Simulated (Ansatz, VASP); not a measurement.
## One calculation of SrTiO3, two programs

```xyz
5
Lattice="3.9471 0.0000 0.0000 0.0000 3.9471 0.0000 0.0000 0.0000 3.9471" Properties=species:S:1:pos:R:3 pbc="T T T"
Sr   -0.0399   -0.0715   -0.0711
Ti    2.2233    1.9724    2.0504
O    -0.0550    2.4003    2.2443
O     2.0697   -0.2730    1.6428
O     1.7226    1.8924    0.0543
```

Change from the starting cell: all atoms moved at random, sigma 0.25 Å a component.

Alike in both runs: task single point; functional PBE; k mesh 6 × 6 × 6; occupations gaussian, width 0.05 eV; no spin polarisation; Hubbard terms Ti d U = 4.0 eV.

|  | VASP | Ansatz |
| --- | --- | --- |
| version | VASP 6.6.1 | Ansatz 0.2.0 |
| potentials or method | VASP PAW PBE potentials, release 64 (Sr_sv, Ti_sv, O), cutoff 520 eV | scalar-relativistic, plane waves, PAW |
| valence electrons in the cell | 40 | 40 |

```csv
,VASP,Ansatz,Ansatz less VASP
gap on the k mesh at the Fermi level (eV),2.85,2.84,-0.013
least direct gap on the mesh (eV),3.52,3.50,-0.022
pressure (GPa),17.3,13.9,-3.32
"traceless stress, the component that is largest in VASP (GPa)",-7.68,-6.78,+0.902
rms of the force components (eV/Å),2.342,2.038,-0.3035
```

The programs project onto different local orbitals, so the same U acts differently, and such runs can settle in different states. Atom by atom the forces differ by 0.413 eV/Å (rms over components).
